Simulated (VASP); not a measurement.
Runs of VASP 6.6.1 on TiSi2. The structure is that of space group Fddd (No. 70), or close to it. The cells are those of the table. 

| task | level | cell | cutoff (eV) | gap on the mesh (eV) | pressure (GPa) | largest force (eV/Å) |
| --- | --- | --- | --- | --- | --- | --- |
| single point | r2SCAN | a = 5.887, b = 4.854, c = 4.729 Å, angles 75.8, 53.1, 51.1°, 6 atoms | 520 | none | (a) | 0.01 |
| single point | PBE | a = 5.887, b = 4.871, c = 4.713 Å, angles 75.8, 53.3, 50.9°, 6 atoms | 520 | none | 5.0 | - |
| single point | r2SCAN | a = 5.806, b = 4.787, c = 4.663 Å, angles 75.8, 53.1, 51.1°, 6 atoms | 520 | none | 10.8 | 0.02 |
| relaxation of cell and atoms | PBE | relaxed to 5 GPa from a = 5.927, b = 4.887, c = 4.761 Å, angles 75.8, 53.1, 51.1°, 6 atoms | 600 | none | 5.0 | - |
| single point | PBE | a = 5.831, b = 4.831, c = 4.661 Å, angles 75.8, 53.4, 50.8°, 6 atoms | 520 | none | 10.0 | - |

Alike in all rows: potentials or basis VASP PAW PBE potentials, release 64 (Ti_sv, Si); no spin polarisation; k mesh 7 × 7 × 7; smearing fermi-dirac 0.05 eV.

Question: Fill in the values left out.

Answer: (a) 3.3.

Caveats: the cell stands under pressure (at least some runs); the PAW data sets were made with another functional, which shifts forces and pressure a little (at least some runs); the cell is relaxed towards a set pressure, so the run minimises the enthalpy, not the energy (at least some runs).

A gap of «none» marks levels without a gap at the run's occupations.
